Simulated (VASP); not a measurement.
ZnSe, 2 atoms in the cell. Symmetry: F-43m, No. 216, cubic system. Conventional cell: a = 5.733 Å, b = 5.733 Å, c = 5.733 Å, α = 90.00°, β = 90.00°, γ = 90.00°. Zn (site symmetry -43m) has 4 Se at 2.48 Å within 3.3 Å. Se (site symmetry -43m) has 4 Zn at 2.48 Å within 3.3 Å. 

- Program: VASP 6.6.1
- Task: single point
- Functional: PBE
- Potentials or basis: VASP PAW PBE potentials, release 64 (Zn, Se)
- Cutoff: 520 eV
- k mesh: 12 × 12 × 12
- Occupations: gaussian, width 0.01 eV
- Spin: no spin polarisation
- Dipole correction: no
- Further INCAR settings: ALGO = Normal; EDIFF = 1e-07; NBANDS = 16

Potentials or basis: VASP PAW PBE potentials, release 64 (Zn, Se).

The run is started by

```bash
$ cat potpaw_PBE.64/Zn/POTCAR potpaw_PBE.64/Se/POTCAR > POTCAR
$ mpirun -np 1 vasp_std > vasp.out
```

Hardware: 1 thread of Intel(R) Xeon(R) Platinum 8259CL CPU @ 2.50GHz (Skylake/Cascade Lake) (shared host).

Task: Estimate the wall time of this run.

Result: It took 42 s on 1 thread of Intel(R) Xeon(R) Platinum 8259CL CPU @ 2.50GHz (Skylake/Cascade Lake) (shared host), peak memory 0.2 GiB. Counts: scf iterations 13, k points 72.
